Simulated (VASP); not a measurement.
Set up this calculation in VASP 6.6.1, as the native input.

```yaml
Task: single point
Functional: PBEsol
Potentials_or_basis: VASP PAW PBE potentials, release 64 (Mg, S)
Cutoff: 520 eV
k_mesh: 8 × 8 × 8
Occupations: gaussian, width 0.05 eV
Spin: no spin polarisation
Dipole_correction: no
Further_INCAR_settings: ALGO = Normal; EDIFF = 1e-07; NBANDS = 11
```

The structure of MgS lies in POSCAR:

```
MgS
1.0
    0.0000000000      2.6016500000      2.6016500000
    2.6016500000      0.0000000000      2.6016500000
    2.6016500000      2.6016500000      0.0000000000
Mg S
1 1
Direct
    0.0000000000      0.0000000000      0.0000000000
    0.5192185728      0.5192185728      0.4807814272
```

This cell differs from its parent crystal: all S atoms moved -0.100 Å, as atom 2 towards its neighbour atom 1 (Mg) at 2.602 Å.

These files were run (other wordings do the same):

INCAR

```
SYSTEM = MgS
PREC     = Accurate       ! precision mode
ENCUT    = 520            ! plane-wave cutoff, eV
EDIFF    = 1E-7           ! SCF threshold, eV
ISMEAR   = 0              ! smearing method
SIGMA    = 0.05           ! smearing width, eV
LREAL    = .False.        ! projectors in reciprocal space
LASPH    = .True.         ! aspherical terms in the spheres
NELM     = 100            ! most SCF steps
ALGO     = Normal         ! electronic algorithm
ISIF     = 2              ! what is computed and relaxed
LWAVE    = .False.        ! write WAVECAR
LCHARG   = .False.        ! write CHGCAR
GGA      = PS             ! functional
NBANDS   = 11             ! bands
```

KPOINTS

```
regular mesh
0
Gamma
  8 8 8
  0 0 0
```

Potentials or basis: VASP PAW PBE potentials, release 64 (Mg, S).

Launch:

```bash
$ cat potpaw_PBE.64/Mg/POTCAR potpaw_PBE.64/S/POTCAR > POTCAR
$ mpirun -np 1 vasp_std > vasp.out
```

It gave:

The pressure is -0.8 GPa and the largest force is 0.296 eV/Å. The band gap on the k mesh is 2.71 eV, indirect (least direct gap 3.59 eV).

Caveat: the cell differs from its parent crystal (all S atoms moved -0.100 Å, as atom 2 towards its neighbour atom 1 (Mg) at 2.602 Å); the PAW data sets were made with another functional, which shifts forces and pressure a little.

Run time: 50 s on 1 thread of AMD EPYC 7R13 (shared host), peak memory 0.14 GiB.
